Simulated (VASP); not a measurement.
# Y in VASP: further runs

Runs on Y. Level: r2SCAN. Tasks: single point.

Program: VASP 6.6.1. These are calculated values, not measurements. Logs are shortened: lines on timing, memory, paths and dates and some standing lists are left out, and cuts for length are marked.

## (1) The cell of the first run

The structure is cubic, space group Fm-3m (No. 225). Conventional cell: a = 4.771 Å, b = 4.771 Å, c = 4.771 Å, α = 90.00°, β = 90.00°, γ = 90.00°. Y (site symmetry m-3m) has 12 Y at 3.37 Å within 4.4 Å.

This isn't the form of Y at room conditions, which is hcp.

## (2) Single point, r2SCAN (strain -0.040 along x and y, -0.040 along z)

POSCAR

```
Y
1.0
    0.0000000000      2.3856000000      2.3856000000
    2.3856000000      0.0000000000      2.3856000000
    2.3856000000      2.3856000000      0.0000000000
Y
1
Direct
    0.0000000000      0.0000000000      0.0000000000
```

INCAR.step1

```
  ALGO = Normal
  EDIFF = 1E-4
  ENCUT = 520
  GGA = PE
  ISMEAR = 0
  LASPH = True
  LCHARG = False
  LREAL = False
  LWAVE = True
  NBANDS = 12
  NELM = 100
  PREC = Accurate
  SIGMA = 0.15
```

INCAR.step2

```
  ALGO = Normal
  EDIFF = 1E-6
  ENCUT = 520
  ISIF = 2
  ISMEAR = 0
  ISTART = 1
  LASPH = True
  LCHARG = False
  LMIXTAU = True
  LREAL = False
  LWAVE = False
  METAGGA = R2SCAN
  NBANDS = 12
  NELM = 100
  PREC = Accurate
  SIGMA = 0.15
```

KPOINTS

```
k-points
0
Gamma
  16 16 16
```

Potentials or basis: VASP PAW PBE potentials, release 64 (Y_sv).

The run is started by

```console
> cat potpaw_PBE.64/Y_sv/POTCAR > POTCAR
> cp INCAR.step1 INCAR
> mpirun -np 1 vasp_std > vasp.out
> cp INCAR.step2 INCAR
> mpirun -np 1 vasp_std > vasp.out
```

OUTCAR:

```text
EDIFF = 1E-6
   ENCUT = 520
   ISIF = 2
   ISMEAR = 0
   ISTART = 1
   LASPH = True
   LREAL = False
   METAGGA = R2SCAN
   NELM = 100
   PREC = Accurate

 ion  position               nearest neighbor table
   1  0.000  0.000  0.000-

  LATTYP: Found a face centered cubic cell.
 ALAT       =     4.7712000000

  Lattice vectors:

 A1 = (   0.0000000000,   2.3856000000,   2.3856000000)
 A2 = (   2.3856000000,   0.0000000000,   2.3856000000)
 A3 = (   2.3856000000,   2.3856000000,   0.0000000000)

Analysis of symmetry for initial positions (statically):
=====================================================================
 Subroutine PRICEL returns:
 Original cell was already a primitive cell.

 Routine SETGRP: Setting up the symmetry group for a
 face centered cubic supercell.

 Subroutine GETGRP returns: Found 48 space group operations
 (whereof 48 operations were pure point group operations)
 out of a pool of 48 trial point group operations.

The static configuration has the point symmetry O_h .

Analysis of symmetry for dynamics (positions and initial velocities):
=====================================================================
 Subroutine PRICEL returns:
 Original cell was already a primitive cell.

 Routine SETGRP: Setting up the symmetry group for a
 face centered cubic supercell.

 Subroutine GETGRP returns: Found 48 space group operations
 (whereof 48 operations were pure point group operations)
 out of a pool of 48 trial point group operations.

The dynamic configuration has the point symmetry O_h .

 Subroutine INISYM returns: Found 48 space group operations
 (whereof 48 operations are pure point group operations),
 and found     1 'primitive' translations

----------------------------------------------------------------------------------------

                                     Primitive cell

  volume of cell :      27.1533

  direct lattice vectors                    reciprocal lattice vectors
     0.000000000  2.385600000  2.385600000    -0.209590879  0.209590879  0.209590879
     2.385600000  0.000000000  2.385600000     0.209590879 -0.209590879  0.209590879
     2.385600000  2.385600000  0.000000000     0.209590879  0.209590879 -0.209590879

  length of vectors
     3.373747874  3.373747874  3.373747874     0.363022051  0.363022051  0.363022051

  position of ions in fractional coordinates (direct lattice)
     0.000000000  0.000000000  0.000000000

  ion indices of the primitive-cell ions
   primitive index   ion index
                 1           1

----------------------------------------------------------------------------------------

 KPOINTS: k-points

Automatic generation of k-mesh.
 Grid dimensions read from file:
 generate k-points for:   16   16   16

 Generating k-lattice:

  Cartesian coordinates                     Fractional coordinates (reciprocal lattice)
    -0.013099430  0.013099430  0.013099430     0.062500000  0.000000000  0.000000000
     0.013099430 -0.013099430  0.013099430     0.000000000  0.062500000  0.000000000
     0.013099430  0.013099430 -0.013099430     0.000000000  0.000000000  0.062500000

  Length of vectors
     0.022688878  0.022688878  0.022688878

  Shift w.r.t. Gamma in fractional coordinates (k-lattice)
     0.000000000  0.000000000  0.000000000

 Subroutine IBZKPT returns following result:
 ===========================================

 Found    145 irreducible k-points:

 Following reciprocal coordinates:
            Coordinates               Weight
  0.000000  0.000000  0.000000      1.000000
  0.062500  0.000000  0.000000      8.000000
  0.125000  0.000000  0.000000      8.000000
  0.187500  0.000000  0.000000      8.000000
  0.250000  0.000000  0.000000      8.000000
  0.312500  0.000000  0.000000      8.000000
[... 16 lines left out ...]
 -0.125000  0.062500  0.000000     24.000000
 -0.062500  0.062500  0.000000     12.000000
 [... further k-points ...]
   k-points           NKPTS =    145   k-points in BZ     NKDIM =    145   number of bands    NBANDS=     12
   number of dos      NEDOS =    301   number of ions     NIONS =      1
   total plane-waves  NPLWV =  21952
   dimension x,y,z NGX =    28 NGY =   28 NGZ =   28
   dimension x,y,z NGXF=    56 NGYF=   56 NGZF=   56
   ions per type =               1
   NGX,Y,Z   is equivalent  to a cutoff of  13.80, 13.80, 13.80 a.u.
   NGXF,Y,Z  is equivalent  to a cutoff of  27.59, 27.59, 27.59 a.u.
 SYSTEM =  unknown system
   PREC   = accura    normal or accurate (medium, high low for compatibility)
   ISTART =      1    job   : 0-new  1-cont  2-samecut
   ICHARG =      0    charge: 1-file 2-atom 10-const
   ISPIN  =      1    spin polarized calculation?
   LNONCOLLINEAR =      F non collinear calculations
   LSORBIT =      F    spin-orbit coupling
   LASPH  =      T    aspherical Exc in radial PAW
   ENCUT  =  520.0 eV  38.22 Ry    6.18 a.u.   6.27  6.27  6.27*2*pi/ulx,y,z
   NELM   =    100;   NELMIN=  2; NELMDL=  0     # of ELM steps
   EDIFF  = 0.1E-05   stopping-criterion for ELM
   LREAL  =      F    real-space projection
   EDIFFG = 0.1E-04   stopping-criterion for IOM
   NSW    =      0    number of steps for IOM
   IBRION =     -1    ionic relax: 0-MD 1-quasi-New 2-CG
   NFREE  =      0    steps in history (QN), initial steepest desc. (CG)
   ISIF   =      2    stress and relaxation
   ISYM   =      2    0-nonsym 1-usesym 2-fastsym
   POTIM  = 0.5000    time-step for ionic-motion
   TEBEG  =    0.0;   TEEND  =   0.0 temperature during run
   PSTRESS=    0.0 pullay stress
   NELECT =      11.0000    total number of electrons
   NUPDOWN=      -1.0000    fix difference up-down
   EMIN   =  10.00;   EMAX   =-10.00  energy-range for DOS
   EFERMI =   0.00;   METHOD = LEGACY
   ISMEAR =     0;   SIGMA  =   0.15  broadening in eV -4-tet -1-fermi 0-gaus
   EFERMI_NEDOS =   21; number of points for ismear=-14 and -15
   IALGO  =     38    algorithm
   IMIX   =      4    mixing-type and parameters
     AMIX     =   0.40;   BMIX     =  1.00
     AMIX_MAG =   1.60;   BMIX_MAG =  1.00
  volume/ion in A,a.u.               =      27.15       183.24
  Fermi-wavevector in a.u.,A,eV,Ry     =   1.211336  2.289094 19.964317  1.467336
  Thomas-Fermi vector in A             =   2.346855
   LORBIT       =      0    0 simple, 1 ext, 2 COOP (PROOUT), +10 PAW based schemes
   METAGGA = R2SCAN    functional components
   LHFCALC =     F    Hartree Fock is set to
   AEXX    =    0.0000 exact exchange contribution
   IVDW    =     0    specifies the selected vdW correction
   LEPSILON=     F    determine dielectric tensor
   LRPA    =     F    only Hartree local field effects (RPA)
 non-spin polarized calculation
 Gauss-broadening in eV      SIGMA  =   0.15
  energy-cutoff  :      520.00
  volume of cell :       27.15
 maximum number of plane-waves:       748
 NGX is ok and might be reduce to    28
   NGX = 13   NGY = 13   NGZ = 13

 number of electron      11.0000000 magnetization

 Free energy of the ion-electron system (eV)
  ---------------------------------------------------
  ext. energy  EPLUGINS =         0.00000000
  ---------------------------------------------------
  free energy    TOTEN  =       -20.05914223 eV

  energy without entropy =      -20.04573340  energy(sigma->0) =      -20.05243781

 E-fermi :   4.0825     XC(G=0): -10.9100

 val. band max:        4.0746397427   @ k =   0.5000   0.1875   0.0000
 cond. band min:       4.0884538085   @ k =  -0.3125   0.4375   0.1875
 fundamental gap:      0.0138140658
 Fermi energy:         4.0825467153

 k-point     1 :       0.0000    0.0000    0.0000
  band No.  band energies     occupation
      1     -39.6799      2.00000
      2     -18.5252      2.00000
      3     -18.5252      2.00000
      4     -18.5252      2.00000
      5      -1.0945      2.00000
      6       6.3216      0.00000
      7       6.3216      0.00000
      8       6.3216      0.00000
      9       8.9541      0.00000
     10       8.9541      0.00000
     11      13.8773      0.00000
     12      18.0542      0.00000

 k-point     2 :       0.0625    0.0000    0.0000
  band No.  band energies     occupation
      1     -39.6742      2.00000
      2     -18.5692      2.00000
      3     -18.5303      2.00000
      4     -18.5303      2.00000
      5      -0.9697      2.00000
      6       6.1636      0.00000
      7       6.3805      0.00000
      8       6.3805      0.00000
      9       8.8745      0.00000
     10       8.8745      0.00000
     11      14.1824      0.00000
     12      17.4999      0.00000

 k-point     3 :       0.1250    0.0000    0.0000
  band No.  band energies     occupation
      1     -39.6578      2.00000
      2     -18.6929      2.00000
      3     -18.5447      2.00000
      4     -18.5446      2.00000
      5      -0.6111      2.00000
      6       5.7751      0.00000
      7       6.5263      0.00000
      8       6.5263      0.00000
      9       8.7049      0.00000
     10       8.7049      0.00000
     11      14.9272      0.00000
     12      16.5839      0.00000
[... 286 lines left out ...]
 k-point    23 :      -0.1250    0.0625    0.0000
  band No.  band energies     occupation
      1     -39.6458      2.00000
      2     -18.7656      2.00000
      3     -18.5839      2.00000
      4     -18.5429      2.00000
      5      -0.3449      2.00000
      6       5.5241      0.00000
      7       6.5897      0.00000
      8       6.6521      0.00000
      9       8.3036      0.00000
     10       8.9289      0.00000
     11      15.4172      0.00000
     12      16.4071      0.00000

 k-point    24 :      -0.0625    0.0625    0.0000
  band No.  band energies     occupation
      1     -39.6649      2.00000
      2     -18.6308      2.00000
      3     -18.5543      2.00000
      4     -18.5314      2.00000
      5      -0.7667      2.00000
      6       5.9238      0.00000
      7       6.4710      0.00000
      8       6.4799      0.00000
      9       8.6002      0.00000
     10       8.9230      0.00000
     11      14.6512      0.00000
     12      17.0523      0.00000

 [... further k-points ...]

------------------------ aborting loop because EDIFF is reached ----------------------------------------

  FORCE on cell =-STRESS in cart. coord.  units (eV):
  Direction    XX          YY          ZZ          XY          YZ          ZX
  --------------------------------------------------------------------------------------
  -------------------------------------------------------------------------------------
  Total        1.7535341      1.7535341      1.7535341      0.0000000      0.0000000      0.0000000
  in kB      103.4670139    103.4670139    103.4670139      0.0000000      0.0000000      0.0000000
  external PRESSURE =     103.4670139 kB  Pullay stress =       0.0000000 kB

 VOLUME and BASIS-vectors are now :
 -----------------------------------------------------------------------------
  energy-cutoff  :      520.00
  volume of cell :       27.15
      direct lattice vectors                 reciprocal lattice vectors
     0.000000000  2.385600000  2.385600000    -0.209590879  0.209590879  0.209590879
     2.385600000  0.000000000  2.385600000     0.209590879 -0.209590879  0.209590879
     2.385600000  2.385600000  0.000000000     0.209590879  0.209590879 -0.209590879

 POSITION                                       TOTAL-FORCE (eV/Angst)
 -----------------------------------------------------------------------------------
      0.00000      0.00000      0.00000        -0.000000     -0.000000      0.000000
 -----------------------------------------------------------------------------------
    total drift:                               -0.000000     -0.000000     -0.000000

  FREE ENERGIE OF THE ION-ELECTRON SYSTEM (eV)
  ---------------------------------------------------
  free  energy   TOTEN  =       -20.0591422288 eV

  energy  without entropy=      -20.0457333994  energy(sigma->0) =      -20.05243781
```

Wall time 1.7 min (1 thread of Intel Xeon 6975P-C (Granite Rapids), shared host); peak memory 0.22 GiB.

Results:

```yaml
Free_energy: -20.0591 eV
Pressure: 10.3 GPa
Band_gap_on_the_k_mesh: zero (an odd number of electrons rules out a gap without spin polarisation)
```

Caveat: the cell differs from its parent crystal (strain -0.040 along x and y, -0.040 along z); the cell stands under pressure; the PAW data sets were made with another functional, which shifts forces and pressure a little.

## (3) Single point, r2SCAN (strain +0.040 along x and y, +0.040 along z)

POSCAR

```
Y
1.0
    0.0000000000      2.5844000000      2.5844000000
    2.5844000000      0.0000000000      2.5844000000
    2.5844000000      2.5844000000      0.0000000000
Y
1
Direct
    0.0000000000      0.0000000000      0.0000000000
```

INCAR.step1

```
SYSTEM = Y
ALGO     = Normal         ! electronic algorithm
EDIFF    = 1E-4           ! SCF threshold, eV
ENCUT    = 520            ! plane-wave cutoff, eV
GGA      = PE             ! functional
ISMEAR   = 0              ! smearing method
LASPH    = .True.         ! aspherical terms in the spheres
LCHARG   = .False.        ! write CHGCAR
LREAL    = .False.        ! projectors in reciprocal space
LWAVE    = .True.         ! write WAVECAR
NBANDS   = 12             ! bands
NELM     = 60             ! most SCF steps
PREC     = Accurate       ! precision mode
SIGMA    = 0.15           ! smearing width, eV
```

INCAR.step2

```
SYSTEM = Y
ALGO     = Normal         ! electronic algorithm
EDIFF    = 1E-7           ! SCF threshold, eV
ENCUT    = 520            ! plane-wave cutoff, eV
ISIF     = 2              ! what is computed and relaxed
ISMEAR   = 0              ! smearing method
ISTART   = 1            
LASPH    = .True.         ! aspherical terms in the spheres
LCHARG   = .False.        ! write CHGCAR
LMIXTAU  = .True.       
LREAL    = .False.        ! projectors in reciprocal space
LWAVE    = .False.        ! write WAVECAR
METAGGA  = R2SCAN         ! meta-GGA
NBANDS   = 12             ! bands
NELM     = 60             ! most SCF steps
PREC     = Accurate       ! precision mode
SIGMA    = 0.15           ! smearing width, eV
```

KPOINTS

```
k-points
0
Gamma
  16 16 16
  0 0 0
```

Potentials or basis: VASP PAW PBE potentials, release 64 (Y_sv).

The run is started by

```console
> cat potpaw_PBE.64/Y_sv/POTCAR > POTCAR
> cp INCAR.step1 INCAR
> mpirun -np 1 vasp_std > vasp.out
> cp INCAR.step2 INCAR
> mpirun -np 1 vasp_std > vasp.out
```

Wall time 2.3 min (1 thread of Intel Xeon 6975P-C (Granite Rapids), shared host); peak memory 0.22 GiB.

Results (log left out):

```
Free energy            : -20.2267 eV
Pressure               : -1.3 GPa
Band gap on the k mesh : zero (an odd number of electrons rules out a gap without spin polarisation)
```

Levels at points of the mesh, in eV from the Fermi level:
```
           k point  band 3  band 4  band 5  band 6  band 7  band 8
(0.00, 0.00, 0.00)  -23.41  -23.41   -4.91    1.98    1.98    1.98
(0.50, 0.00, 0.00)  -23.47  -23.47   -1.93    0.29    1.82    1.82
(0.50, 0.50, 0.00)  -23.58  -23.58   -1.66   -0.73    1.78    5.36
```

Caveat: the cell differs from its parent crystal (strain +0.040 along x and y, +0.040 along z); the PAW data sets were made with another functional, which shifts forces and pressure a little.

(Part 1 of 2 ends here.)
